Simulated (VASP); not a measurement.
Here is a VASP 6.6.1 calculation.

The input INCAR:

```
SYSTEM = FeCo
ALGO = Normal ; EDIFF = 1E-6
ENCUT = 600 ; GGA = PE
GGA_COMPAT = .False. ; ISIF = 2
ISMEAR = -1 ; ISPIN = 2
LASPH = .True. ; LCHARG = .False.
LMAXMIX = 4 ; LORBIT = 11
LREAL = .False. ; LWAVE = .False.
MAGMOM = 3.5 -2.5 ; NBANDS = 20
NELM = 200 ; PREC = Accurate
SIGMA = 0.01
```

Contents of KPOINTS:

```
Automatic mesh
0
Gamma
  10 10 10
  0.5 0.5 0.5
```

Contents of POSCAR:

```
FeCo
1.0
    2.8570000000      0.0000000000      0.0000000000
    0.0000000000      2.8570000000      0.0000000000
    0.0000000000      0.0000000000      2.8570000000
Fe Co
1 1
Direct
    0.5000000000      0.5000000000      0.5000000000
    0.0000000000      0.0000000000      0.0000000000
```

Potentials or basis: VASP PAW PBE potentials, release 64 (Fe, Co).

Command:

```bash
$ cat potpaw_PBE.64/Fe/POTCAR potpaw_PBE.64/Co/POTCAR > POTCAR
$ mpirun -np 1 vasp_std > vasp.out
```

(1) What does it give for the pressure?

(2) Predict the site moments.

Answers

(1) -14.6 GPa.

(2) Fe +0.97; Co -1.29 μB.

Caveat: the cell stands under tension.
